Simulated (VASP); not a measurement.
Sn, 1 atom in the cell. Symmetry: Im-3m, No. 229, cubic system. Conventional cell: a = 3.550 Å, b = 3.550 Å, c = 3.550 Å, α = 90.00°, β = 90.00°, γ = 90.00°. Sn (site symmetry m-3m) has 14 Sn at 3.07 to 3.55 Å within 4.0 Å.  This cell differs from its parent crystal: volume scaled by 0.88.

* Program: VASP 6.6.1
* Task: single point
* Functional: LDA
* Potentials or basis: VASP PAW LDA potentials, release 64 (Sn_d)
* Cutoff: 520 eV
* k mesh: 13 × 13 × 13
* Occupations: fermi-dirac, width 0.1 eV
* Spin: no spin polarisation
* Dipole correction: no
* Further INCAR settings: ALGO = Normal; EDIFF = 1e-07; NBANDS = 13

Potentials or basis: VASP PAW LDA potentials, release 64 (Sn_d).

Run with:

```console
$ cat potpaw_LDA.64/Sn_d/POTCAR > POTCAR
$ mpirun -np 1 vasp_std > vasp.out
```

Hardware: 1 thread of Intel(R) Xeon(R) Platinum 8259CL CPU @ 2.50GHz (Skylake/Cascade Lake), with other jobs on the host.

Q: Estimate the wall time of this run.

A: Run time: 12 s on 1 thread of Intel(R) Xeon(R) Platinum 8259CL CPU @ 2.50GHz (Skylake/Cascade Lake), on a shared host, peak memory 0.14 GiB. Counts: scf iterations 11, k points 84.
